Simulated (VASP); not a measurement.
# Si (a cell with a defect) in VASP: single point with PBE

Aim: the single point of Si (a cell with a defect) with PBE.

All numbers are computed with VASP 6.6.1; they aren't measurements. Logs are shortened: lines on timing, memory, paths and dates and some standing lists are left out, and cuts for length are marked.

## Step 1: The cell of the first run

The cell holds a defect, 17 atoms: a = 7.679 Å, b = 7.679 Å, c = 7.679 Å, α = 60.00°, β = 60.00°, γ = 60.00°.

## Step 2: Single point, PBE

Contents of INCAR:

```
  PREC = Accurate
  ENCUT = 520
  EDIFF = 1E-6
  ISMEAR = 0
  SIGMA = 0.05
  LREAL = Auto
  LASPH = T
  NELM = 60
  ALGO = Normal
  ISIF = 2
  LWAVE = F
  LCHARG = T
  GGA = PE
  LELF = T
  LVHAR = T
  NBANDS = 48
```

Contents of KPOINTS:

```
regular mesh
0
Gamma
  2 2 2
```

Contents of POSCAR:

```
Si
1.0
    0.0000000000      5.4300000000      5.4300000000
    5.4300000000      0.0000000000      5.4300000000
    5.4300000000      5.4300000000      0.0000000000
Si
17
Direct
    0.0004288214      0.0003385820      0.0005242173
    0.1250743094      0.1251873849      0.1248989871
    0.0004002762      0.0003183241      0.4987719153
    0.1219664825      0.1215403315      0.6282570902
    0.0002835175      0.4990853591      0.0003120626
    0.1216903315      0.6280884899      0.1221965930
   -0.0068620626      0.5020233886      0.5023974217
    0.1216191529      0.6280760589      0.6280318600
    0.4989605893      0.0002694291      0.0003779006
    0.6281573665      0.1214081952      0.1223415285
    0.5024180479     -0.0077539595      0.5026399632
    0.6281285451      0.1213528545      0.6280845304
    0.5018970534      0.5017418048     -0.0056990792
    0.6280709945      0.6280730203      0.1218544199
    0.5017864641      0.5016420810      0.5019065378
    0.6245837017      0.6237715470      0.6256536832
    0.3746105893      0.3738065378      0.3756315838
```

Potentials or basis: VASP PAW PBE potentials, release 64 (Si).

Command:

```console
> cat potpaw_PBE.64/Si/POTCAR > POTCAR
> mpirun -np 1 vasp_std > vasp.out
```

OUTCAR:

```text
PREC = Accurate
   ENCUT = 520
   EDIFF = 1E-6
   ISMEAR = 0
   LREAL = Auto
   LASPH = T
   NELM = 60
   ISIF = 2
   GGA = PE

 ion  position               nearest neighbor table
   1  0.000  0.000  0.001-   6 2.33   4 2.33  10 2.33   2 2.34
   2  0.125  0.125  0.125-   1 2.34   3 2.34   9 2.34   5 2.34
   3  0.000  0.000  0.499-   8 2.33  12 2.33   4 2.33   2 2.34
   4  0.122  0.122  0.628-   1 2.33   3 2.33  11 2.39   7 2.39  17 2.74
   5  0.000  0.499  0.000-  14 2.33   8 2.33   6 2.33   2 2.34
   6  0.122  0.628  0.122-   1 2.33   5 2.33   7 2.38  13 2.38  17 2.75
   7  0.993  0.502  0.502-  16 2.31   8 2.38   6 2.38   4 2.39  17 2.39
   8  0.122  0.628  0.628-   3 2.33   5 2.33  15 2.38   7 2.38  17 2.75
   9  0.499  0.000  0.000-  14 2.33  12 2.33  10 2.33   2 2.34
  10  0.628  0.121  0.122-   1 2.33   9 2.33  11 2.38  13 2.38  17 2.75
  11  0.502  0.992  0.503-  16 2.31  12 2.38  10 2.38   4 2.39  17 2.39
  12  0.628  0.121  0.628-   3 2.33   9 2.33  11 2.38  15 2.38  17 2.75
  13  0.502  0.502  0.994-  16 2.31  14 2.38   6 2.38  10 2.38  17 2.39
  14  0.628  0.628  0.122-   9 2.33   5 2.33  15 2.38  13 2.38  17 2.76
  15  0.502  0.502  0.502-  16 2.31  14 2.38   8 2.38  12 2.38  17 2.39
  16  0.625  0.624  0.626-  11 2.31   7 2.31  13 2.31  15 2.31
  17  0.375  0.374  0.376-  15 2.39  13 2.39   7 2.39  11 2.39   4 2.74  10 2.75  12 2.75   6 2.75
                             8 2.75  14 2.76

  LATTYP: Found a face centered cubic cell.
 ALAT       =    10.8600000000

  Lattice vectors:

 A1 = (   0.0000000000,   5.4300000000,   5.4300000000)
 A2 = (   5.4300000000,   0.0000000000,   5.4300000000)
 A3 = (   5.4300000000,   5.4300000000,   0.0000000000)

Analysis of symmetry for initial positions (statically):
=====================================================================
 Subroutine PRICEL returns:
 Original cell was already a primitive cell.

 Routine SETGRP: Setting up the symmetry group for a
 face centered cubic supercell.

 Subroutine GETGRP returns: Found  1 space group operations
 (whereof  1 operations were pure point group operations)
 out of a pool of 48 trial point group operations.

The static configuration has the point symmetry C_1 .

Analysis of symmetry for dynamics (positions and initial velocities):
=====================================================================
 Subroutine PRICEL returns:
 Original cell was already a primitive cell.

 Routine SETGRP: Setting up the symmetry group for a
 face centered cubic supercell.

 Subroutine GETGRP returns: Found  1 space group operations
 (whereof  1 operations were pure point group operations)
 out of a pool of 48 trial point group operations.

The dynamic configuration has the point symmetry C_1 .

 Subroutine INISYM returns: Found  1 space group operations
 (whereof  1 operations are pure point group operations),
 and found     1 'primitive' translations

----------------------------------------------------------------------------------------

                                     Primitive cell

  volume of cell :     320.2060

  direct lattice vectors                    reciprocal lattice vectors
     0.000000000  5.430000000  5.430000000    -0.092081031  0.092081031  0.092081031
     5.430000000  0.000000000  5.430000000     0.092081031 -0.092081031  0.092081031
     5.430000000  5.430000000  0.000000000     0.092081031  0.092081031 -0.092081031

  length of vectors
     7.679179644  7.679179644  7.679179644     0.159489025  0.159489025  0.159489025

  position of ions in fractional coordinates (direct lattice)
     0.000428821  0.000338582  0.000524217
     0.125074309  0.125187385  0.124898987
     0.000400276  0.000318324  0.498771915
     0.121966482  0.121540332  0.628257090
     0.000283518  0.499085359  0.000312063
     0.121690331  0.628088490  0.122196593
[... 9 lines left out ...]
     0.624583702  0.623771547  0.625653683
     0.374610589  0.373806538  0.375631584

  ion indices of the primitive-cell ions
   primitive index   ion index
                 1           1
                 2           2
                 3           3
                 4           4
                 5           5
                 6           6
[... 9 lines left out ...]
                16          16
                17          17

----------------------------------------------------------------------------------------

 KPOINTS: regular mesh

Automatic generation of k-mesh.
 Grid dimensions read from file:
 generate k-points for:    2    2    2

 Generating k-lattice:

  Cartesian coordinates                     Fractional coordinates (reciprocal lattice)
    -0.046040516  0.046040516  0.046040516     0.500000000  0.000000000  0.000000000
     0.046040516 -0.046040516  0.046040516     0.000000000  0.500000000  0.000000000
     0.046040516  0.046040516 -0.046040516     0.000000000  0.000000000  0.500000000

  Length of vectors
     0.079744512  0.079744512  0.079744512

  Shift w.r.t. Gamma in fractional coordinates (k-lattice)
     0.000000000  0.000000000  0.000000000

 Subroutine IBZKPT returns following result:
 ===========================================

 Found      8 irreducible k-points:

 Following reciprocal coordinates:
            Coordinates               Weight
  0.000000  0.000000  0.000000      1.000000
  0.500000  0.000000  0.000000      1.000000
  0.000000  0.500000  0.000000      1.000000
  0.000000  0.000000  0.500000      1.000000
  0.500000  0.500000  0.500000      1.000000
  0.500000  0.500000  0.000000      1.000000
  0.000000  0.500000  0.500000      1.000000
  0.500000  0.000000  0.500000      1.000000
   k-points           NKPTS =      8   k-points in BZ     NKDIM =      8   number of bands    NBANDS=     48
   number of dos      NEDOS =    301   number of ions     NIONS =     17
   total plane-waves  NPLWV = 216000
   dimension x,y,z NGX =    60 NGY =   60 NGZ =   60
   dimension x,y,z NGXF=   120 NGYF=  120 NGZF=  120
   ions per type =              17
   NGX,Y,Z   is equivalent  to a cutoff of  12.99, 12.99, 12.99 a.u.
   NGXF,Y,Z  is equivalent  to a cutoff of  25.98, 25.98, 25.98 a.u.
 SYSTEM =  unknown system
   PREC   = accura    normal or accurate (medium, high low for compatibility)
   ISTART =      0    job   : 0-new  1-cont  2-samecut
   ICHARG =      2    charge: 1-file 2-atom 10-const
   ISPIN  =      1    spin polarized calculation?
   LNONCOLLINEAR =      F non collinear calculations
   LSORBIT =      F    spin-orbit coupling
   LASPH  =      T    aspherical Exc in radial PAW
   ENCUT  =  520.0 eV  38.22 Ry    6.18 a.u.  14.28 14.28 14.28*2*pi/ulx,y,z
   NELM   =     60;   NELMIN=  2; NELMDL= -5     # of ELM steps
   EDIFF  = 0.1E-05   stopping-criterion for ELM
   LREAL  =      T    real-space projection
   EDIFFG = 0.1E-04   stopping-criterion for IOM
   NSW    =      0    number of steps for IOM
   IBRION =     -1    ionic relax: 0-MD 1-quasi-New 2-CG
   NFREE  =      0    steps in history (QN), initial steepest desc. (CG)
   ISIF   =      2    stress and relaxation
   ISYM   =      2    0-nonsym 1-usesym 2-fastsym
   POTIM  = 0.5000    time-step for ionic-motion
   TEBEG  =    0.0;   TEEND  =   0.0 temperature during run
   PSTRESS=    0.0 pullay stress
   NELECT =      68.0000    total number of electrons
   NUPDOWN=      -1.0000    fix difference up-down
   EMIN   =  10.00;   EMAX   =-10.00  energy-range for DOS
   EFERMI =   0.00;   METHOD = LEGACY
   ISMEAR =     0;   SIGMA  =   0.05  broadening in eV -4-tet -1-fermi 0-gaus
   EFERMI_NEDOS =   21; number of points for ismear=-14 and -15
   IALGO  =     38    algorithm
   IMIX   =      4    mixing-type and parameters
     AMIX     =   0.40;   BMIX     =  1.00
     AMIX_MAG =   1.60;   BMIX_MAG =  1.00
  volume/ion in A,a.u.               =      18.84       127.11
  Fermi-wavevector in a.u.,A,eV,Ry     =   0.976715  1.845724 12.979587  0.953973
  Thomas-Fermi vector in A             =   2.107356
   LORBIT       =      0    0 simple, 1 ext, 2 COOP (PROOUT), +10 PAW based schemes
   GGA     = PE    functional components
   LHFCALC =     F    Hartree Fock is set to
   AEXX    =    0.0000 exact exchange contribution
   IVDW    =     0    specifies the selected vdW correction
   LEPSILON=     F    determine dielectric tensor
   LRPA    =     F    only Hartree local field effects (RPA)
 non-spin polarized calculation
 Gauss-broadening in eV      SIGMA  =   0.05
  energy-cutoff  :      520.00
  volume of cell :      320.21
 maximum number of plane-waves:      8646
 NGX is ok and might be reduce to    60
   NGX = 29   NGY = 29   NGZ = 29

 number of electron      68.0000001 magnetization

 Free energy of the ion-electron system (eV)
  ---------------------------------------------------
  ext. energy  EPLUGINS =         0.00000000
  ---------------------------------------------------
  free energy    TOTEN  =       -87.99574423 eV

  energy without entropy =      -87.98582590  energy(sigma->0) =      -87.99078507

 E-fermi :   6.9099     XC(G=0):  -9.6744

 val. band max:        6.6806269153   @ k =   0.0000   0.0000   0.0000
 cond. band min:       6.9254343158   @ k =   0.5000   0.5000   0.0000
 fundamental gap:      0.2448074006
 Fermi energy:         6.9098800754

 k-point     1 :       0.0000    0.0000    0.0000
  band No.  band energies     occupation
      1      -6.3175      2.00000
      2      -3.7718      2.00000
      3      -3.6290      2.00000
      4      -3.6273      2.00000
      5      -3.6265      2.00000
      6      -2.8069      2.00000
[... 38 lines left out ...]
     45       8.1222      0.00000
     46       9.0612      0.00000

 k-point     2 :       0.5000    0.0000    0.0000
  band No.  band energies     occupation
      1      -5.9150      2.00000
      2      -4.9559      2.00000
      3      -3.5700      2.00000
      4      -3.4265      2.00000
      5      -3.4231      2.00000
      6      -2.9562      2.00000
[... 286 lines left out ...]
 k-point     8 :       0.5000    0.0000    0.5000
  band No.  band energies     occupation
      1      -5.7816      2.00000
      2      -4.7231      2.00000
      3      -3.9927      2.00000
      4      -3.8775      2.00000
      5      -3.8771      2.00000
      6      -3.6259      2.00000
[... 38 lines left out ...]
     45      10.1238      0.00000
     46      10.1249      0.00000
 [bands above 46 left out]

------------------------ aborting loop because EDIFF is reached ----------------------------------------

  FORCE on cell =-STRESS in cart. coord.  units (eV):
  Direction    XX          YY          ZZ          XY          YZ          ZX
  --------------------------------------------------------------------------------------
  -------------------------------------------------------------------------------------
  Total       10.6799216     10.6788011     10.6763371      0.0119764      0.0030133     -0.0026133
  in kB       53.4378731     53.4322661     53.4199375      0.0599248      0.0150774     -0.0130761
  external PRESSURE =      53.4300256 kB  Pullay stress =       0.0000000 kB

 VOLUME and BASIS-vectors are now :
 -----------------------------------------------------------------------------
  energy-cutoff  :      520.00
  volume of cell :      320.21
      direct lattice vectors                 reciprocal lattice vectors
     0.000000000  5.430000000  5.430000000    -0.092081031  0.092081031  0.092081031
     5.430000000  0.000000000  5.430000000     0.092081031 -0.092081031  0.092081031
     5.430000000  5.430000000  0.000000000     0.092081031  0.092081031 -0.092081031

 POSITION                                       TOTAL-FORCE (eV/Angst)
 -----------------------------------------------------------------------------------
      0.00469      0.00518      0.00417         0.015210      0.014737      0.014183
      1.35797      1.35735      1.35892        -0.001070      0.000467     -0.003091
      2.71006      2.71050      0.00390        -0.014738     -0.015558      0.014600
      4.07140      4.07371      1.32224         0.001644     -0.002277      0.017530
      2.71173      0.00323      2.71157        -0.017849      0.018376     -0.014952
      4.07405      1.32431      4.07130        -0.004476      0.017632     -0.000587
[... 9 lines left out ...]
      6.78438      6.78879      6.77857        -0.001950      0.000724     -0.004572
      4.06945      4.07381      4.06391        -0.001045      0.000087     -0.003599
 -----------------------------------------------------------------------------------
    total drift:                                0.001993     -0.001000      0.006865

  FREE ENERGIE OF THE ION-ELECTRON SYSTEM (eV)
  ---------------------------------------------------
  free  energy   TOTEN  =       -87.9957442331 eV

  energy  without entropy=      -87.9858259013  energy(sigma->0) =      -87.99078507
```

Wall time 6.7 min (1 thread of AMD EPYC 7R43 (Zen 3), shared host); peak memory 0.43 GiB.

Results:

```
Free energy            : -87.9957 eV
Pressure               : 5.3 GPa
Largest force          : 0.030 eV/Å
Band gap on the k mesh : zero (bands 34 and 35 overlap by 0.25 eV)
```

Forces in eV/Å, atoms in the order of the input:
```
Si   0.015  0.015  0.014
Si  -0.001  0.000 -0.003
Si  -0.015 -0.016  0.015
Si   0.002 -0.002  0.018
Si  -0.018  0.018 -0.015
Si  -0.004  0.018 -0.001
Si  -0.007  0.006 -0.003
Si  -0.019  0.004  0.000
Si   0.017 -0.017 -0.013
Si   0.016 -0.006  0.002
Si   0.012 -0.013  0.007
Si   0.006 -0.017  0.003
Si  -0.011 -0.007  0.004
Si   0.000  0.001 -0.027
Si   0.010  0.014  0.008
Si  -0.002  0.001 -0.005
Si  -0.001  0.000 -0.004
```

Caveat: the k points lie up to 0.50 Å⁻¹ apart.
